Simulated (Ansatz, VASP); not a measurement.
Cu in VASP and in Ansatz

The input INCAR:

```
SYSTEM = Cu
PREC     = Accurate       ! precision mode
ENCUT    = 600            ! plane-wave cutoff, eV
EDIFF    = 1E-6           ! SCF threshold, eV
ISMEAR   = -1             ! smearing method
SIGMA    = 0.05           ! smearing width, eV
LREAL    = .False.        ! projectors in reciprocal space
LASPH    = .True.         ! aspherical terms in the spheres
NELM     = 100            ! most SCF steps
ALGO     = Normal         ! electronic algorithm
ISIF     = 3              ! what is computed and relaxed
LWAVE    = .False.        ! write WAVECAR
LCHARG   = .False.        ! write CHGCAR
IBRION   = 2              ! ionic algorithm
NSW      = 100            ! ionic steps
EDIFFG   = -0.005         ! ionic threshold
```

File KPOINTS:

```
Automatic mesh
0
Gamma
  16 16 16
  0 0 0
```

Contents of POSCAR:

```
Cu
1.0
   -1.4698188270      1.4698188270      1.3801589208
    1.4698188270     -1.4698188270      1.3801589208
    1.4698188270      1.4698188270     -1.3801589208
Cu
1
Direct
    0.0000000000      0.0000000000      0.0000000000
```

Input for Ansatz:

```yaml
crystal:
  lattice:
    - [-1.469818827, 1.469818827, 1.3801589208]
    - [1.469818827, -1.469818827, 1.3801589208]
    - [1.469818827, 1.469818827, -1.3801589208]
  atoms:
    - { symbol: Cu, position: [0.0, 0.0, 0.0] }
kpoints:
  mp_grid: { grid: [16, 16, 16] }
scf:
  occupations: { method: fermi_dirac, width: 0.05 }
hamiltonian:
  xc: lda
  pseudopotentials: { kind: paw }
output:
  forces: true
  stress: true
  efg: { contact_densities: true }
relax:
  f_tol: 0.005
  max_steps: 80
  cell: {}
```

Alike in both runs: task relaxation of cell and atoms; functional LDA; k mesh 16 × 16 × 16; occupations fermi-dirac, width 0.05 eV; no spin polarisation.

|  | VASP | Ansatz |
| --- | --- | --- |
| version | VASP 6.6.1 | Ansatz 0.2.0 |
| potentials or method | VASP PAW LDA potentials, release 64 (Cu) | PAW with Ansatz's default frozen-core files, scalar-relativistic |
| plane-wave cutoff (eV) | 600 | 420 |
| valence electrons in the cell | 11 | 19 |

```csv
,VASP,Ansatz,Ansatz less VASP
relaxed volume (Å³/atom),10.98,10.93,-0.047
relaxed cell length with the largest relative difference (Å),2.427,2.427,-0.0007
```

LDA's correlation is that of Perdew and Zunger in VASP and of Perdew and Wang (1992) in Ansatz. VASP's potentials hold 11 valence electrons a cell and Ansatz's 19, so a difference there can come from the potentials and not from the codes.
